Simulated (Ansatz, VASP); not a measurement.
**Two plane-wave programs on Cu**

```xyz
5
Lattice="2.5665 0.0000 0.0000 0.0000 2.5665 0.0000 0.0000 0.0000 23.2592" Properties=species:S:1:pos:R:3 pbc="T T T"
Cu    0.0000    0.0000    8.0559
Cu    1.2833    1.2833    9.8093
Cu    0.0000    0.0000   11.6296
Cu    1.2833    1.2833   13.4499
Cu    0.0000    0.0000   15.2033
```

Alike in both runs: functional PBE; k mesh 14 × 14 × 1; occupations fermi-dirac, width 0.1 eV; no spin polarisation.

Ansatz relaxed the structure, and its values are those at the end. VASP's run is a single point on that final structure, the one shown.

|  | VASP | Ansatz |
| --- | --- | --- |
| version | VASP 6.6.1 | Ansatz 0.2.0 |
| potentials or method | VASP PAW PBE potentials, release 64 (Cu) | PAW with Ansatz's default frozen-core files, scalar-relativistic |
| plane-wave cutoff (eV) | 520 | 420 |
| valence electrons in the cell | 55 | 95 |

```csv
,VASP,Ansatz,Ansatz less VASP
rms of the force components (eV/Å),0.014,0.004,-0.0094
```

With one functional, cell and mesh, what is left measures potentials, basis and numerics. VASP's potentials hold 55 valence electrons a cell and Ansatz's 95, so a difference there can come from the potentials and not from the codes. Ansatz's warnings: stress scf threshold loose.
